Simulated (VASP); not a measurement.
# La (Pm-3m) in VASP: relaxation of cell and atoms with PBE

Aim: the relaxation of cell and atoms of La with PBE.

Program: VASP 6.6.1. These are calculated values, not measurements. Logs are shortened: lines on timing, memory, paths and dates and some standing lists are left out, and cuts for length are marked.

**1. The cell of the first run**

It takes space group Pm-3m (No. 221, cubic). The conventional cell has a = 5.008 Å, b = 5.008 Å, c = 5.008 Å, α = 90.00°, β = 90.00°, γ = 90.00°. La (site symmetry 4/mmm) has 8 La at 3.54 Å within 4.7 Å.

The cell was generated, and may not be a known phase.

**2. Relaxation of cell and atoms, PBE**

File INCAR:

```
PREC = Accurate
ENCUT = 600
EDIFF = 1E-7
ISMEAR = 0
SIGMA = 0.1
LREAL = False
LASPH = True
NELM = 60
ALGO = Fast
ISIF = 3
LWAVE = False
LCHARG = False
GGA = PE
IBRION = 2
NSW = 100
EDIFFG = -0.01
```

File KPOINTS:

```
Automatic mesh
0
Gamma
  10 10 10
```

File POSCAR:

```
La
1.0
    5.0076184730      0.0000000000      0.0000000000
    0.0000000000      5.0076184730      0.0000000000
    0.0000000000      0.0000000000      5.0076184730
La
3
Direct
    0.0000000000      0.5000000000      0.5000000000
    0.5000000000      0.0000000000      0.5000000000
    0.5000000000      0.5000000000      0.0000000000
```

Potentials or basis: VASP PAW PBE potentials, release 64 (La).

Launch:

```console
$ cat potpaw_PBE.64/La/POTCAR > POTCAR
$ mpirun -np 1 vasp_std > vasp.out
```

OUTCAR:

```text
PREC = Accurate
   ENCUT = 600
   EDIFF = 1E-7
   ISMEAR = 0
   LREAL = False
   LASPH = True
   NELM = 60
   ISIF = 3
   GGA = PE
   IBRION = 2
   NSW = 100
   EDIFFG = -0.01

 ion  position               nearest neighbor table
   1  0.000  0.500  0.500-   2 3.54   3 3.54   3 3.54   2 3.54   2 3.54   3 3.54   3 3.54   2 3.54

   2  0.500  0.000  0.500-   1 3.54   3 3.54   3 3.54   1 3.54   3 3.54   3 3.54   1 3.54   1 3.54

   3  0.500  0.500  0.000-   1 3.54   2 3.54   1 3.54   2 3.54   2 3.54   2 3.54   1 3.54   1 3.54

  LATTYP: Found a simple cubic cell.
 ALAT       =     5.0076184730

  Lattice vectors:

 A1 = (   5.0076184730,   0.0000000000,   0.0000000000)
 A2 = (   0.0000000000,   5.0076184730,   0.0000000000)
 A3 = (   0.0000000000,   0.0000000000,   5.0076184730)

Analysis of symmetry for initial positions (statically):
=====================================================================
 Subroutine PRICEL returns:
 Original cell was already a primitive cell.

 Routine SETGRP: Setting up the symmetry group for a
 simple cubic supercell.

 Subroutine GETGRP returns: Found 48 space group operations
 (whereof 48 operations were pure point group operations)
 out of a pool of 48 trial point group operations.

The static configuration has the point symmetry O_h .

Analysis of symmetry for dynamics (positions and initial velocities):
=====================================================================
 Subroutine PRICEL returns:
 Original cell was already a primitive cell.

 Routine SETGRP: Setting up the symmetry group for a
 simple cubic supercell.

 Subroutine GETGRP returns: Found 48 space group operations
 (whereof 48 operations were pure point group operations)
 out of a pool of 48 trial point group operations.

The dynamic configuration has the point symmetry O_h .

 Subroutine INISYM returns: Found 48 space group operations
 (whereof 48 operations are pure point group operations),
 and found     1 'primitive' translations

----------------------------------------------------------------------------------------

                                     Primitive cell

  volume of cell :     125.5723

  direct lattice vectors                    reciprocal lattice vectors
     5.007618473  0.000000000  0.000000000     0.199695725  0.000000000  0.000000000
     0.000000000  5.007618473  0.000000000     0.000000000  0.199695725  0.000000000
     0.000000000  0.000000000  5.007618473     0.000000000  0.000000000  0.199695725

  length of vectors
     5.007618473  5.007618473  5.007618473     0.199695725  0.199695725  0.199695725

  position of ions in fractional coordinates (direct lattice)
     0.000000000  0.500000000  0.500000000
     0.500000000  0.000000000  0.500000000
     0.500000000  0.500000000  0.000000000

  ion indices of the primitive-cell ions
   primitive index   ion index
                 1           1
                 2           2
                 3           3

----------------------------------------------------------------------------------------

 KPOINTS: Automatic mesh

Automatic generation of k-mesh.
 Grid dimensions read from file:
 generate k-points for:   10   10   10

 Generating k-lattice:

  Cartesian coordinates                     Fractional coordinates (reciprocal lattice)
     0.019969572  0.000000000  0.000000000     0.100000000  0.000000000  0.000000000
     0.000000000  0.019969572  0.000000000     0.000000000  0.100000000  0.000000000
     0.000000000  0.000000000  0.019969572     0.000000000  0.000000000  0.100000000

  Length of vectors
     0.019969572  0.019969572  0.019969572

  Shift w.r.t. Gamma in fractional coordinates (k-lattice)
     0.000000000  0.000000000  0.000000000

 Subroutine IBZKPT returns following result:
 ===========================================

 Found     56 irreducible k-points:

 Following reciprocal coordinates:
            Coordinates               Weight
  0.000000  0.000000  0.000000      1.000000
  0.100000  0.000000  0.000000      6.000000
  0.200000  0.000000  0.000000      6.000000
  0.300000  0.000000  0.000000      6.000000
  0.400000  0.000000  0.000000      6.000000
  0.500000  0.000000  0.000000      3.000000
[... 16 lines left out ...]
  0.200000  0.100000  0.100000     24.000000
  0.300000  0.100000  0.100000     24.000000
 [... further k-points ...]
   k-points           NKPTS =     56   k-points in BZ     NKDIM =     56   number of bands    NBANDS=     20
   number of dos      NEDOS =    301   number of ions     NIONS =      3
   total plane-waves  NPLWV =  64000
   dimension x,y,z NGX =    40 NGY =   40 NGZ =   40
   dimension x,y,z NGXF=    80 NGYF=   80 NGZF=   80
   ions per type =               3
   NGX,Y,Z   is equivalent  to a cutoff of  13.28, 13.28, 13.28 a.u.
   NGXF,Y,Z  is equivalent  to a cutoff of  26.56, 26.56, 26.56 a.u.
 SYSTEM =  unknown system
   PREC   = accura    normal or accurate (medium, high low for compatibility)
   ISTART =      0    job   : 0-new  1-cont  2-samecut
   ICHARG =      2    charge: 1-file 2-atom 10-const
   ISPIN  =      1    spin polarized calculation?
   LNONCOLLINEAR =      F non collinear calculations
   LSORBIT =      F    spin-orbit coupling
   LASPH  =      T    aspherical Exc in radial PAW
   ENCUT  =  600.0 eV  44.10 Ry    6.64 a.u.  10.00 10.00 10.00*2*pi/ulx,y,z
   NELM   =     60;   NELMIN=  2; NELMDL= -5     # of ELM steps
   EDIFF  = 0.1E-06   stopping-criterion for ELM
   LREAL  =      F    real-space projection
   EDIFFG = -.1E-01   stopping-criterion for IOM
   NSW    =    100    number of steps for IOM
   IBRION =      2    ionic relax: 0-MD 1-quasi-New 2-CG
   NFREE  =      1    steps in history (QN), initial steepest desc. (CG)
   ISIF   =      3    stress and relaxation
   ISYM   =      2    0-nonsym 1-usesym 2-fastsym
   POTIM  = 0.5000    time-step for ionic-motion
   TEBEG  =    0.0;   TEEND  =   0.0 temperature during run
   PSTRESS=    0.0 pullay stress
   NELECT =      33.0000    total number of electrons
   NUPDOWN=      -1.0000    fix difference up-down
   EMIN   =  10.00;   EMAX   =-10.00  energy-range for DOS
   EFERMI =   0.00;   METHOD = LEGACY
   ISMEAR =     0;   SIGMA  =   0.10  broadening in eV -4-tet -1-fermi 0-gaus
   EFERMI_NEDOS =   21; number of points for ismear=-14 and -15
   IALGO  =     68    algorithm
   IMIX   =      4    mixing-type and parameters
     AMIX     =   0.40;   BMIX     =  1.00
     AMIX_MAG =   1.60;   BMIX_MAG =  1.00
  volume/ion in A,a.u.               =      41.86       282.47
  Fermi-wavevector in a.u.,A,eV,Ry     =   1.048612  1.981590 14.960797  1.099588
  Thomas-Fermi vector in A             =   2.183541
   LORBIT       =      0    0 simple, 1 ext, 2 COOP (PROOUT), +10 PAW based schemes
   GGA     = PE    functional components
   LHFCALC =     F    Hartree Fock is set to
   AEXX    =    0.0000 exact exchange contribution
   IVDW    =     0    specifies the selected vdW correction
   LEPSILON=     F    determine dielectric tensor
   LRPA    =     F    only Hartree local field effects (RPA)
 conjugate gradient relaxation of ions
 non-spin polarized calculation
 RMM-DIIS sequential band-by-band and
 Gauss-broadening in eV      SIGMA  =   0.10
  energy-cutoff  :      600.00
  volume of cell :      125.57
 maximum number of plane-waves:      4224
   NGX = 21   NGY = 21   NGZ = 21

--------------------------------------- Ionic step        1  -------------------------------------------

 number of electron      32.9999996 magnetization

 Free energy of the ion-electron system (eV)
  ---------------------------------------------------
  ext. energy  EPLUGINS =         0.00000000
  ---------------------------------------------------
  free energy    TOTEN  =       -12.88881571 eV

  energy without entropy =      -12.85863330  energy(sigma->0) =      -12.87372451

------------------------ aborting loop EDIFF was not reached (unconverged)  ----------------------------

  FORCE on cell =-STRESS in cart. coord.  units (eV):
  Direction    XX          YY          ZZ          XY          YZ          ZX
  --------------------------------------------------------------------------------------
  -------------------------------------------------------------------------------------
  Total       -0.1244057     -0.1244057     -0.1244057      0.0000000     -0.0000000      0.0000000
  in kB       -1.5872937     -1.5872937     -1.5872937      0.0000000     -0.0000000      0.0000000
  external PRESSURE =      -1.5872937 kB  Pullay stress =       0.0000000 kB
[... 92 lines left out ...]
  FREE ENERGIE OF THE ION-ELECTRON SYSTEM (eV)
  ---------------------------------------------------
  free  energy   TOTEN  =       -12.8885229537 eV

  energy  without entropy=      -12.8580332443  energy(sigma->0) =      -12.87327810

[... ionic steps 4 to 18 ...]

--------------------------------------- Ionic step       19  -------------------------------------------

 number of electron      32.9999996 magnetization

------------------------ aborting loop because EDIFF is reached ----------------------------------------
[... 69 lines left out ...]
--------------------------------------- Ionic step       21  -------------------------------------------

 number of electron      32.9999997 magnetization

 Free energy of the ion-electron system (eV)
  ---------------------------------------------------
  ext. energy  EPLUGINS =         0.00000000
  ---------------------------------------------------
  free energy    TOTEN  =       -12.88972876 eV

  energy without entropy =      -12.85942328  energy(sigma->0) =      -12.87457602

 E-fermi :   6.3830     XC(G=0):  -8.9171

 val. band max:        6.3825155875   @ k =   0.3000   0.3000   0.0000
 cond. band min:       6.3841730692   @ k =   0.2000   0.2000   0.0000
 fundamental gap:      0.0016574817
 Fermi energy:         6.3830069096

 k-point     1 :       0.0000    0.0000    0.0000
  band No.  band energies     occupation
      1     -26.5593      2.00000
      2     -26.2111      2.00000
      3     -26.2111      2.00000
      4     -10.8230      2.00000
      5     -10.8230      2.00000
      6     -10.8230      2.00000
[... 541 lines left out ...]
     19       6.6353      0.00036
     20       7.4404      0.00000

 [... further k-points ...]

------------------------ aborting loop because EDIFF is reached ----------------------------------------

  FORCE on cell =-STRESS in cart. coord.  units (eV):
  Direction    XX          YY          ZZ          XY          YZ          ZX
  --------------------------------------------------------------------------------------
  -------------------------------------------------------------------------------------
  Total        0.0116473      0.0116473      0.0116473     -0.0000000      0.0000000      0.0000000
  in kB        0.1472702      0.1472702      0.1472702     -0.0000000      0.0000000      0.0000000
  external PRESSURE =       0.1472702 kB  Pullay stress =       0.0000000 kB
[... 18 lines left out ...]
  FREE ENERGIE OF THE ION-ELECTRON SYSTEM (eV)
  ---------------------------------------------------
  free  energy   TOTEN  =       -12.8897287616 eV

  energy  without entropy=      -12.8594232751  energy(sigma->0) =      -12.87457602

 reached required accuracy - stopping structural energy minimisation
```

Run time: 31 min. Hardware: 1 thread of AMD EPYC 9R45 (Zen 5), shared host; peak memory 0.35 GiB.

Results:

```yaml
Free_energy: -12.8897 eV
Relaxed_volume: 42.24 Å³/atom
Relaxed_cell: a = 5.023 Å, b = 5.023 Å, c = 5.023 Å, α = 90.00°, β = 90.00°, γ = 90.00°
Space_group_after_relaxing_to_0.1_Å: Pm-3m (No. 221)
Energy_gained_by_relaxing: 0.3 meV/atom
Ionic_steps: 21
Pressure_after_relaxing: 0.0 GPa
Band_gap_on_the_k_mesh: zero (an odd number of electrons rules out a gap without spin polarisation)
```

The path:
```
step  energy change (eV)  largest force (eV/Å)  pressure (GPa)  volume (Å³)
   1              0.0000                0.0000           -0.16       125.57
   2              0.0012                0.0000            0.32       124.82
   3              0.0003                0.0000            0.24       125.32
   4              0.0001                0.0000            0.21       125.47
   5              0.0000                0.0000            0.21       125.53
   6              0.0000                0.0000            0.20       125.55
   7              0.0000                0.0000            0.20       125.56
   8             -0.0001                0.0000            0.21       125.57
   9             -0.0001                0.0000            0.21       125.57
  10             -0.0001                0.0000            0.20       125.57
  11             -0.0001                0.0000            0.20       125.57
  12             -0.0001                0.0000            0.20       125.57
  13             -0.0001                0.0000            0.20       125.57
  14             -0.0001                0.0000            0.20       125.57
  15             -0.0001                0.0000            0.20       125.57
  16             -0.0001                0.0000            0.20       125.57
  17             -0.0001                0.0000            0.20       125.57
  18             -0.0001                0.0000            0.20       125.57
  19             -0.0001                0.0000            0.20       125.57
  20             -0.0006                0.0000            0.13       126.04
  21             -0.0009                0.0000            0.01       126.71
```

Final structure:
```xyz
3
Lattice="5.0227 0.0000 0.0000 0.0000 5.0227 0.0000 0.0000 0.0000 5.0227" Properties=species:S:1:pos:R:3 pbc="T T T"
La    0.0000    2.5114    2.5114
La    2.5114    0.0000    2.5114
La    2.5114    2.5114    0.0000
```

Caveat: spin-orbit coupling is left out, which moves the levels of the heavy elements.
